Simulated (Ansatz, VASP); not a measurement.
# One calculation of YBi2Br, two programs

```xyz
4
Lattice="6.1832 0.0000 0.0000 0.0000 6.1832 0.0000 0.0000 0.0000 6.5348" Properties=species:S:1:pos:R:3 pbc="T T T"
Y     0.0000    0.0000    3.2674
Bi    0.0000    3.0916    0.0000
Bi    3.0916    0.0000    0.0000
Br    0.0000    0.0000    0.0000
```

Alike in both runs: task single point; functional PBE; k mesh 4 × 4 × 4; occupations gaussian, width 0.1 eV; no spin polarisation.

|  | VASP | Ansatz |
| --- | --- | --- |
| version | VASP 6.6.1 | Ansatz 0.2.0 |
| potentials or method | VASP PAW PBE potentials, release 64 (Y_sv, Bi_d, Br), cutoff 520 eV | scalar-relativistic, plane waves, PAW |
| valence electrons in the cell | 48 | 48 |

```tsv
	VASP	Ansatz	Ansatz less VASP
gap on the k mesh at the Fermi level (eV)	none	none	-
pressure (GPa)	-3.8	-3.8	+0.03
traceless stress, the component that is largest in VASP (GPa)	-2.74	-2.74	+0.004
```

A gap of «none» marks a metal or a gap that the smearing closes.

Neither program's run includes spin-orbit coupling.
